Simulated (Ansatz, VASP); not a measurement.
**BaTiO3 in VASP and in Ansatz**

```xyz
5
Lattice="3.9854 0.0000 0.0000 0.0000 3.9854 0.0000 0.0000 0.0000 4.2018" Properties=species:S:1:pos:R:3 pbc="T T T"
Ba    0.0000    0.0000   -0.0575
Ti    1.9927    1.9927    1.9710
O     1.9927    1.9927    0.1590
O     1.9927    0.0000    2.1739
O     0.0000    1.9927    2.1739
```

Alike in both runs: functional PBE; k mesh 8 × 8 × 8; occupations gaussian, width 0.02 eV; no spin polarisation.

Ansatz relaxed the structure, and its values are those at the end. VASP's run is a single point on that final structure, the one shown.

```csv
,VASP,Ansatz
version,VASP 6.6.1,Ansatz 0.2.0
potentials or method,"VASP PAW PBE potentials, release 64 (Ba_sv, Ti_sv, O), cutoff 520 eV","scalar-relativistic, plane waves, PAW"
valence electrons in the cell,40,40
```

Ansatz gave:

```
gap on the k mesh at the Fermi level (eV) : 1.84
least direct gap on the mesh (eV)         : 2.39
pressure (GPa)                            : 0.0
rms of the force components (eV/Å)        : 0.000
```

Estimate VASP's values.

gap on the k mesh at the Fermi level (eV): 1.79; least direct gap on the mesh (eV): 2.36; pressure (GPa): 1.6; rms of the force components (eV/Å): 0.034.

The functional is the same, so the differences come from potentials, cutoffs and numerics.

Spin-orbit coupling is off throughout.
